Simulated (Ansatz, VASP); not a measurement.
**LiCl: VASP beside Ansatz**

Contents of POSCAR:

```
LiCl
1.0
    0.0000000000      2.5491910000      2.5491910000
    2.5491910000      0.0000000000      2.5491910000
    2.5491910000      2.5491910000      0.0000000000
Li Cl
1 1
Direct
    0.0000000000      0.0000000000      0.0000000000
    0.5000000000      0.5000000000      0.5000000000
```

Contents of INCAR.step1:

```
PREC = Accurate
ENCUT = 520
ISMEAR = 1
SIGMA = 0.2205
LREAL = F
LASPH = T
NELM = 60
NBANDS = 12
GGA = PE
ALGO = Normal
EDIFF = 1E-4
LWAVE = T
LCHARG = F
```

File INCAR.step2:

```
PREC = Accurate
ENCUT = 520
EDIFF = 1E-6
ISMEAR = 1
SIGMA = 0.2205
LREAL = F
LASPH = T
NELM = 60
ALGO = Normal
ISIF = 2
LWAVE = F
LCHARG = T
METAGGA = R2SCAN
LMIXTAU = T
LELF = T
LVHAR = T
NBANDS = 12
ISTART = 1
```

File KPOINTS:

```
regular mesh
0
Gamma
  6 6 6
```

Input for Ansatz:

```yaml
crystal:
  lattice:
    - [0.0, 2.549191, 2.549191]
    - [2.549191, 0.0, 2.549191]
    - [2.549191, 2.549191, 0.0]
  atoms:
    - { symbol: Li, position: [0.0, 0.0, 0.0] }
    - { symbol: Cl, position: [0.5, 0.5, 0.5] }
  symmetry: { tolerance: 0.0003 }
kpoints:
  mp_grid: { grid: [6, 6, 6], shift: [0, 0, 0] }
magnetization:
  spin_polarized: false
scf:
  occupations: { method: cold, width: 0.2205 }
hamiltonian:
  pseudopotentials: { kind: paw }
  xc: r2scan
basis:
  ecutwfc: 500
output:
  forces: true
  stress: true
  eigenvalues: true
```

Alike in both runs: task single point; functional r2SCAN; k mesh 6 × 6 × 6; no spin polarisation.

|  | VASP | Ansatz |
| --- | --- | --- |
| version | VASP 6.6.1 | Ansatz 0.2.0 |
| potentials or method | VASP PAW PBE potentials, release 64 (Li_sv, Cl), cutoff 520 eV | PAW plane waves |
| occupations | methfessel-paxton of order 1, width 0.2205 eV | cold, width 0.2205 eV |
| valence electrons in the cell | 10 | 10 |

VASP gave:

| Property | Result |
| --- | --- |
| gap on the k mesh at the Fermi level (eV) | 7.41 |

Task: Which values does Ansatz return?

Result: gap on the k mesh at the Fermi level (eV): 7.34.

VASP's potentials were made for PBE, not for r2SCAN.

Noted on VASP's run: the cutoff is short for stress, so the pressure is rough.
